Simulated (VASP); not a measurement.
# Pb (Fm-3m) in VASP: notebook

Runs on Pb. Level: PBEsol. Tasks: single point.

All numbers are computed with VASP 6.6.1; they aren't measurements. Logs are shortened: lines on timing, memory, paths and dates and some standing lists are left out, and cuts for length are marked.

**1. The cell of the first run**

Symmetry: Fm-3m, No. 225, cubic system. Conventional cell: a = 4.622 Å, b = 4.622 Å, c = 4.622 Å, α = 90.00°, β = 90.00°, γ = 90.00°. Within 4.3 Å of Pb (site symmetry m-3m) lie 12 Pb at 3.27 Å.

**2. Single point, PBEsol**

INCAR

```
SYSTEM = Pb
PREC = Accurate
ENCUT = 520
EDIFF = 1E-6
ISMEAR = -1
SIGMA = 0.1
LREAL = .FALSE.
LASPH = .TRUE.
NELM = 60
ALGO = Normal
ISIF = 2
LWAVE = .FALSE.
LCHARG = .FALSE.
GGA = PS
NBANDS = 13
```

KPOINTS

```
regular mesh
0
G
  20 20 20
  0 0 0
```

POSCAR

```
Pb
1.0
    0.0000000000      2.3111324836      2.3111324836
    2.3111324836      0.0000000000      2.3111324836
    2.3111324836      2.3111324836      0.0000000000
Pb
1
Direct
    0.0000000000      0.0000000000      0.0000000000
```

Potentials or basis: VASP PAW PBE potentials, release 64 (Pb_d).

Command:

```console
> cat potpaw_PBE.64/Pb_d/POTCAR > POTCAR
> mpirun -np 1 vasp_std > vasp.out
```

OUTCAR:

```text
SYSTEM = Pb
   PREC = Accurate
   ENCUT = 520
   EDIFF = 1E-6
   ISMEAR = -1
   LREAL = .FALSE.
   LASPH = .TRUE.
   NELM = 60
   ISIF = 2
   GGA = PS

 ion  position               nearest neighbor table
   1  0.000  0.000  0.000-

  LATTYP: Found a face centered cubic cell.
 ALAT       =     4.6222649672

  Lattice vectors:

 A1 = (   0.0000000000,   2.3111324836,   2.3111324836)
 A2 = (   2.3111324836,   0.0000000000,   2.3111324836)
 A3 = (   2.3111324836,   2.3111324836,   0.0000000000)

Analysis of symmetry for initial positions (statically):
=====================================================================
 Subroutine PRICEL returns:
 Original cell was already a primitive cell.

 Routine SETGRP: Setting up the symmetry group for a
 face centered cubic supercell.

 Subroutine GETGRP returns: Found 48 space group operations
 (whereof 48 operations were pure point group operations)
 out of a pool of 48 trial point group operations.

The static configuration has the point symmetry O_h .

Analysis of symmetry for dynamics (positions and initial velocities):
=====================================================================
 Subroutine PRICEL returns:
 Original cell was already a primitive cell.

 Routine SETGRP: Setting up the symmetry group for a
 face centered cubic supercell.

 Subroutine GETGRP returns: Found 48 space group operations
 (whereof 48 operations were pure point group operations)
 out of a pool of 48 trial point group operations.

The dynamic configuration has the point symmetry O_h .

 Subroutine INISYM returns: Found 48 space group operations
 (whereof 48 operations are pure point group operations),
 and found     1 'primitive' translations

----------------------------------------------------------------------------------------

                                     Primitive cell

  volume of cell :      24.6891

  direct lattice vectors                    reciprocal lattice vectors
     0.000000000  2.311132484  2.311132484    -0.216344153  0.216344153  0.216344153
     2.311132484  0.000000000  2.311132484     0.216344153 -0.216344153  0.216344153
     2.311132484  2.311132484  0.000000000     0.216344153  0.216344153 -0.216344153

  length of vectors
     3.268434903  3.268434903  3.268434903     0.374719065  0.374719065  0.374719065

  position of ions in fractional coordinates (direct lattice)
     0.000000000  0.000000000  0.000000000

  ion indices of the primitive-cell ions
   primitive index   ion index
                 1           1

----------------------------------------------------------------------------------------

 KPOINTS: regular mesh

Automatic generation of k-mesh.
 Grid dimensions read from file:
 generate k-points for:   20   20   20

 Generating k-lattice:

  Cartesian coordinates                     Fractional coordinates (reciprocal lattice)
    -0.010817208  0.010817208  0.010817208     0.050000000  0.000000000  0.000000000
     0.010817208 -0.010817208  0.010817208     0.000000000  0.050000000  0.000000000
     0.010817208  0.010817208 -0.010817208     0.000000000  0.000000000  0.050000000

  Length of vectors
     0.018735953  0.018735953  0.018735953

  Shift w.r.t. Gamma in fractional coordinates (k-lattice)
     0.000000000  0.000000000  0.000000000

 Subroutine IBZKPT returns following result:
 ===========================================

 Found    256 irreducible k-points:

 Following reciprocal coordinates:
            Coordinates               Weight
  0.000000  0.000000  0.000000      1.000000
  0.050000  0.000000  0.000000      8.000000
  0.100000  0.000000  0.000000      8.000000
  0.150000  0.000000  0.000000      8.000000
  0.200000  0.000000  0.000000      8.000000
  0.250000  0.000000  0.000000      8.000000
[... 16 lines left out ...]
 -0.400000  0.050000  0.000000     24.000000
 -0.350000  0.050000  0.000000     24.000000
 [... further k-points ...]
   k-points           NKPTS =    256   k-points in BZ     NKDIM =    256   number of bands    NBANDS=     13
   number of dos      NEDOS =    301   number of ions     NIONS =      1
   total plane-waves  NPLWV =  13824
   dimension x,y,z NGX =    24 NGY =   24 NGZ =   24
   dimension x,y,z NGXF=    48 NGYF=   48 NGZF=   48
   ions per type =               1
   NGX,Y,Z   is equivalent  to a cutoff of  12.21, 12.21, 12.21 a.u.
   NGXF,Y,Z  is equivalent  to a cutoff of  24.41, 24.41, 24.41 a.u.
 SYSTEM =  Pb
   PREC   = accura    normal or accurate (medium, high low for compatibility)
   ISTART =      0    job   : 0-new  1-cont  2-samecut
   ICHARG =      2    charge: 1-file 2-atom 10-const
   ISPIN  =      1    spin polarized calculation?
   LNONCOLLINEAR =      F non collinear calculations
   LSORBIT =      F    spin-orbit coupling
   LASPH  =      T    aspherical Exc in radial PAW
   ENCUT  =  520.0 eV  38.22 Ry    6.18 a.u.   6.08  6.08  6.08*2*pi/ulx,y,z
   NELM   =     60;   NELMIN=  2; NELMDL= -5     # of ELM steps
   EDIFF  = 0.1E-05   stopping-criterion for ELM
   LREAL  =      F    real-space projection
   EDIFFG = 0.1E-04   stopping-criterion for IOM
   NSW    =      0    number of steps for IOM
   IBRION =     -1    ionic relax: 0-MD 1-quasi-New 2-CG
   NFREE  =      0    steps in history (QN), initial steepest desc. (CG)
   ISIF   =      2    stress and relaxation
   ISYM   =      2    0-nonsym 1-usesym 2-fastsym
   POTIM  = 0.5000    time-step for ionic-motion
   TEBEG  =    0.0;   TEEND  =   0.0 temperature during run
   PSTRESS=    0.0 pullay stress
   NELECT =      14.0000    total number of electrons
   NUPDOWN=      -1.0000    fix difference up-down
   EMIN   =  10.00;   EMAX   =-10.00  energy-range for DOS
   EFERMI =   0.00;   METHOD = LEGACY
   ISMEAR =    -1;   SIGMA  =   0.10  broadening in eV -4-tet -1-fermi 0-gaus
   EFERMI_NEDOS =   21; number of points for ismear=-14 and -15
   IALGO  =     38    algorithm
   IMIX   =      4    mixing-type and parameters
     AMIX     =   0.40;   BMIX     =  1.00
     AMIX_MAG =   1.60;   BMIX_MAG =  1.00
  volume/ion in A,a.u.               =      24.69       166.61
  Fermi-wavevector in a.u.,A,eV,Ry     =   1.355031  2.560638 24.981792  1.836110
  Thomas-Fermi vector in A             =   2.482153
   LORBIT       =      0    0 simple, 1 ext, 2 COOP (PROOUT), +10 PAW based schemes
   GGA     = PS    functional components
   LHFCALC =     F    Hartree Fock is set to
   AEXX    =    0.0000 exact exchange contribution
   IVDW    =     0    specifies the selected vdW correction
   LEPSILON=     F    determine dielectric tensor
   LRPA    =     F    only Hartree local field effects (RPA)
 non-spin polarized calculation
  energy-cutoff  :      520.00
  volume of cell :       24.69
 maximum number of plane-waves:       684
   NGX = 13   NGY = 13   NGZ = 13

 number of electron      13.9999994 magnetization

 Free energy of the ion-electron system (eV)
  ---------------------------------------------------
  ext. energy  EPLUGINS =         0.00000000
  ---------------------------------------------------
  free energy    TOTEN  =        -3.80114321 eV

  energy without entropy =       -3.78678271  energy(sigma->0) =       -3.79396296

 E-fermi :   9.7591     XC(G=0): -11.3697

 val. band max:        9.7508315493   @ k =  -0.2500   0.3000   0.1000
 cond. band min:       9.7650430082   @ k =  -0.2500   0.1000   0.0000
 fundamental gap:      0.0142114590
 Fermi energy:         9.7590582187

 k-point     1 :       0.0000    0.0000    0.0000
  band No.  band energies     occupation
      1      -7.5777      2.00000
      2      -7.5777      2.00000
      3      -7.5777      2.00000
      4      -7.3169      2.00000
      5      -7.3169      2.00000
      6      -3.7129      2.00000
      7      18.7484      0.00000
      8      18.7484      0.00000
      9      18.7484      0.00000
     10      19.4447      0.00000
     11      23.5898      0.00000
     12      23.8057      0.00000
     13      23.8057      0.00000

 k-point     2 :       0.0500    0.0000    0.0000
  band No.  band energies     occupation
      1      -7.5787      2.00000
      2      -7.5710      2.00000
      3      -7.5710      2.00000
      4      -7.3178      2.00000
      5      -7.3178      2.00000
      6      -3.6539      2.00000
      7      17.9623      0.00000
      8      18.6779      0.00000
      9      18.6779      0.00000
     10      19.4014      0.00000
     11      23.7039      0.00000
     12      23.9185      0.00000
     13      23.9185      0.00000

 k-point     3 :       0.1000    0.0000    0.0000
  band No.  band energies     occupation
      1      -7.5823      2.00000
      2      -7.5532      2.00000
      3      -7.5532      2.00000
      4      -7.3188      2.00000
      5      -7.3188      2.00000
      6      -3.4758      2.00000
      7      16.3015      0.00000
      8      18.4818      0.00000
      9      18.4818      0.00000
     10      19.3828      0.00000
     11      23.7151      0.00000
     12      24.2248      0.00000
     13      24.2248      0.00000
[... 305 lines left out ...]
 k-point    23 :      -0.4000    0.0500    0.0000
  band No.  band energies     occupation
      1      -7.6754      2.00000
      2      -7.5537      2.00000
      3      -7.5445      2.00000
      4      -7.1215      2.00000
      5      -7.1019      2.00000
      6       0.4104      2.00000
      7       5.6310      2.00000
      8      15.7339      0.00000
      9      16.6911      0.00000
     10      18.9125      0.00000
     11      21.4573      0.00000
     12      22.3000      0.00000
     13      23.1289      0.00000

 k-point    24 :      -0.3500    0.0500    0.0000
  band No.  band energies     occupation
      1      -7.6605      2.00000
      2      -7.5409      2.00000
      3      -7.5336      2.00000
      4      -7.1672      2.00000
      5      -7.1316      2.00000
      6      -0.4399      2.00000
      7       6.9962      2.00000
      8      15.7916      0.00000
      9      17.0699      0.00000
     10      19.1222      0.00000
     11      21.4555      0.00000
     12      22.3472      0.00000
     13      23.4738      0.00000

 [... further k-points ...]

------------------------ aborting loop because EDIFF is reached ----------------------------------------

  FORCE on cell =-STRESS in cart. coord.  units (eV):
  Direction    XX          YY          ZZ          XY          YZ          ZX
  --------------------------------------------------------------------------------------
  -------------------------------------------------------------------------------------
  Total        2.2921792      2.2921792      2.2921792      0.0000000      0.0000000      0.0000000
  in kB      148.7491963    148.7491963    148.7491963      0.0000000      0.0000000      0.0000000
  external PRESSURE =     148.7491963 kB  Pullay stress =       0.0000000 kB

 VOLUME and BASIS-vectors are now :
 -----------------------------------------------------------------------------
  energy-cutoff  :      520.00
  volume of cell :       24.69
      direct lattice vectors                 reciprocal lattice vectors
     0.000000000  2.311132484  2.311132484    -0.216344153  0.216344153  0.216344153
     2.311132484  0.000000000  2.311132484     0.216344153 -0.216344153  0.216344153
     2.311132484  2.311132484  0.000000000     0.216344153  0.216344153 -0.216344153

 POSITION                                       TOTAL-FORCE (eV/Angst)
 -----------------------------------------------------------------------------------
      0.00000      0.00000      0.00000         0.000000      0.000000      0.000000
 -----------------------------------------------------------------------------------
    total drift:                               -0.000000      0.000000     -0.000000

  FREE ENERGIE OF THE ION-ELECTRON SYSTEM (eV)
  ---------------------------------------------------
  free  energy   TOTEN  =        -3.8011432123 eV

  energy  without entropy=       -3.7867827083  energy(sigma->0) =       -3.79396296
```

Run time: 15 s. Hardware: 1 thread of Intel Xeon 6975P-C (Granite Rapids), shared host; peak memory 0.19 GiB.

Results:

* Free energy: -3.8011 eV
* Pressure: 14.9 GPa
* Band gap on the k mesh: zero (bands 7 and 8 overlap by 11.19 eV)

Levels at points of the mesh, in eV from the Fermi level:
```csv
k point,band 3,band 4,band 5,band 6,band 7,band 8,band 9,band 10,band 11,band 12
"(0.00, 0.00, 0.00)",-17.34,-17.08,-17.08,-13.47,8.99,8.99,8.99,9.69,13.83,14.05
"(0.50, 0.00, 0.00)",-17.32,-16.84,-16.84,-8.45,-5.46,6.66,6.66,9.16,11.43,12.44
"(0.50, 0.50, 0.00)",-16.85,-16.78,-16.78,-6.50,-4.30,2.13,2.13,5.99,7.30,19.28
```

Caveat: the cell stands under pressure; the PAW data sets were made with another functional, which shifts forces and pressure a little; spin-orbit coupling is left out, which moves the levels of the heavy elements.

**3. Single point, PBEsol**

This run uses another cell than the first one, of 25.92 Å³/atom.

INCAR

```
PREC = Accurate
ENCUT = 520
EDIFF = 1E-7
ISMEAR = -1
SIGMA = 0.1
LREAL = False
LASPH = True
NELM = 80
ALGO = Normal
ISIF = 2
LWAVE = False
LCHARG = False
GGA = PS
NBANDS = 13
```

KPOINTS

```
regular mesh
0
Gamma
  20 20 20
```

POSCAR

```
Pb
1.0
    0.0000000000      2.3489946837      2.3489946837
    2.3489946837      0.0000000000      2.3489946837
    2.3489946837      2.3489946837      0.0000000000
Pb
1
Direct
    0.0000000000      0.0000000000      0.0000000000
```

Potentials or basis: VASP PAW PBE potentials, release 64 (Pb_d).

Command:

```console
> cat potpaw_PBE.64/Pb_d/POTCAR > POTCAR
> mpirun -np 1 vasp_std > vasp.out
```

It took 36 s on 1 thread of Intel Xeon 6975P-C (Granite Rapids), shared host; peak memory 0.22 GiB.

The run converged. Its results:

- Free energy: -3.8965 eV
- Pressure: 9.9 GPa
- Band gap on the k mesh: zero (bands 7 and 8 overlap by 10.68 eV)

Levels at points of the mesh, in eV from the Fermi level:
| k point | band 5 | band 6 | band 7 | band 8 | band 9 | band 10 |
| --- | --- | --- | --- | --- | --- | --- |
| (0.00, 0.00, 0.00) | -17.01 | -13.04 | 8.60 | 8.60 | 8.60 | 9.72 |
| (0.50, 0.00, 0.00) | -16.80 | -8.38 | -5.15 | 6.39 | 6.39 | 9.19 |
| (0.50, 0.50, 0.00) | -16.75 | -6.57 | -4.05 | 2.11 | 2.11 | 5.81 |

Caveat: the cell stands under pressure; the PAW data sets were made with another functional, which shifts forces and pressure a little; spin-orbit coupling is left out, which moves the levels of the heavy elements.

**4. Single point, PBEsol**

This run uses another cell than the first one, of 26.86 Å³/atom.

INCAR

```
PREC     = Accurate       # precision mode
ENCUT    = 520            # plane-wave cutoff, eV
EDIFF    = 1E-6           # SCF threshold, eV
ISMEAR   = -1             # smearing method
SIGMA    = 0.1            # smearing width, eV
LREAL    = F              # projectors in reciprocal space
LASPH    = T              # aspherical terms in the spheres
NELM     = 60             # most SCF steps
ALGO     = Normal         # electronic algorithm
ISIF     = 2              # what is computed and relaxed
LWAVE    = F              # write WAVECAR
LCHARG   = F              # write CHGCAR
GGA      = PS             # functional
NBANDS   = 13             # bands
```

KPOINTS

```
Automatic mesh
0
Gamma
  20 20 20
```

POSCAR

```
Pb
1.0
    0.0000000000      2.3769396481      2.3769396481
    2.3769396481      0.0000000000      2.3769396481
    2.3769396481      2.3769396481      0.0000000000
Pb
1
Direct
    0.0000000000      0.0000000000      0.0000000000
```

Command:

```console
> cat potpaw_PBE.64/Pb_d/POTCAR > POTCAR
> mpirun -np 1 vasp_std > vasp.out
```

It took 31 s on 1 thread of Intel Xeon 6975P-C (Granite Rapids), shared host; peak memory 0.21 GiB.

It converged, with:

| Item | Value |
| --- | --- |
| Free energy | -3.9458 eV |
| Pressure | 6.9 GPa |
| Band gap on the k mesh | zero (bands 7 and 8 overlap by 10.32 eV) |

Levels at points of the mesh, in eV from the Fermi level:
| k point | band 4 | band 5 | band 6 | band 7 | band 8 | band 9 | band 10 | band 11 |
| --- | --- | --- | --- | --- | --- | --- | --- | --- |
| (0.00, 0.00, 0.00) | -16.97 | -16.97 | -12.73 | 8.32 | 8.32 | 8.32 | 9.73 | 12.80 |
| (0.50, 0.00, 0.00) | -16.78 | -16.78 | -8.33 | -4.94 | 6.19 | 6.19 | 9.20 | 10.56 |
| (0.50, 0.50, 0.00) | -16.74 | -16.74 | -6.61 | -3.87 | 2.09 | 2.09 | 5.69 | 6.99 |

Caveat: the cell stands under pressure; the PAW data sets were made with another functional, which shifts forces and pressure a little; spin-orbit coupling is left out, which moves the levels of the heavy elements.

**5. Overview**

```tsv
cell	gap on the mesh (eV)	pressure (GPa)
a = 3.268 Å, angles 60.0°, 1 atom	none	14.9
a = 3.322 Å, angles 60.0°, 1 atom	none	9.9
a = 3.362 Å, angles 60.0°, 1 atom	none	6.9
```

Alike in all rows: task single point; level PBEsol; potentials or basis VASP PAW PBE potentials, release 64 (Pb_d); no spin polarisation; k mesh 20 × 20 × 20; cutoff (eV) 520; smearing fermi-dirac 0.1 eV.

Caveats: the cell stands under pressure; the PAW data sets were made with another functional, which shifts forces and pressure a little; spin-orbit coupling is left out, which moves the levels of the heavy elements.

Absolute energies hang on the potentials; compare differences alone.

The gap in the log of VASP goes by the Fermi energy; the results here count the filled bands.